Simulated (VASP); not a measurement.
Set up this calculation in VASP 6.6.1, as the native input.

- Task: single point
- Functional: PBEsol
- Potentials or basis: VASP PAW PBE potentials, release 64 (Ti_sv, Nb_sv)
- Cutoff: 500 eV
- k mesh: 3 × 3 × 3
- Occupations: methfessel-paxton, width 0.1 eV
- Spin: no spin polarisation
- Dipole correction: no
- Further INCAR settings: ALGO = Normal; EDIFF = 1e-06; NBANDS = 32

The structure of Ti3Nb lies in POSCAR:

```
Ti3Nb
1.0
    4.1334300000      0.0000000000      0.0000000000
    0.0000000000      4.1334300000      0.0000000000
    0.0000000000      0.0000000000      4.1334300000
Ti Nb
3 1
Direct
    0.0000000000      0.5000000000      0.5000000000
    0.5000000000      0.0000000000      0.5000000000
    0.5000000000      0.5000000000      0.0000000000
    0.0000000000      0.0000000000      0.0000000000
```

These files were run (other wordings do the same):

INCAR

```
PREC = Accurate
ENCUT = 500
EDIFF = 1E-6
ISMEAR = 1
SIGMA = 0.1
LREAL = F
LASPH = T
NELM = 120
ALGO = Normal
ISIF = 2
LWAVE = F
LCHARG = F
GGA = PS
NBANDS = 32
GGA_COMPAT = F
```

KPOINTS

```
Automatic mesh
0
Gamma
  3 3 3
```

Potentials or basis: VASP PAW PBE potentials, release 64 (Ti_sv, Nb_sv).

Run with:

```sh
$ cat potpaw_PBE.64/Ti_sv/POTCAR potpaw_PBE.64/Nb_sv/POTCAR > POTCAR
$ mpirun -np 1 vasp_std > vasp.out
```

It gave:

* Pressure: -5.9 GPa

Caveat: the k points lie up to 0.51 Å⁻¹ apart; the PAW data sets were made with another functional, which shifts forces and pressure a little.

Wall time 13 s on 1 thread of AMD EPYC 7R13 Processor (Zen 3), with other jobs on the host, peak memory 0.13 GiB.
